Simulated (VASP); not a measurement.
CsSnI3: single point with PBEsol+D4

Crystal: CsSnI3.

```
Cs I Sn
1.0
     6.09723    0.00000    0.00000
     0.00000    6.09723    0.00000
     0.00000    0.00000    6.09723
Cs I Sn
1 3 1
Direct
  0.00000 0.00000 0.00000
  0.50000 0.50000 0.00000
  0.50000 0.00000 0.50000
  0.00000 0.50000 0.50000
  0.50000 0.50000 0.50000
```

| Quantity | Value |
| --- | --- |
| Program | VASP 6.6.1 |
| Task | single point |
| Functional | PBEsol |
| Dispersion | D4 |
| Potentials or basis | VASP PAW PBE potentials, release 64 (Cs_sv, I, Sn_d) |
| Cutoff | 520 eV |
| k mesh | 5 × 5 × 5 |
| Occupations | fermi-dirac, width 0.05 eV |
| Spin | no spin polarisation |
| Dipole correction | no |
| Further INCAR settings | ALGO = Normal; EDIFF = 1e-06; NBANDS = 30 |

```json
{
  "Pressure": "0.0 GPa",
  "Band gap on the k mesh": "1.68 eV, direct",
  "Dispersion energy per atom": "-0.156 eV"
}
```

Levels at points of the mesh, in eV from the valence-band top:
```tsv
k point	band 20	band 21	band 22	band 23	band 24	band 25
(0.00, 0.00, 0.00)	-1.44	-1.44	-1.44	2.87	3.72	3.72
```

Run time: 87 s on 1 thread of Oxide Virtual Turin-like Processor, with other jobs on the host, peak memory 0.32 GiB.

Caveat: the PAW data sets were made with another functional, which shifts forces and pressure a little; spin-orbit coupling is left out, which moves the levels of the heavy elements. A k mesh can miss the band edges.
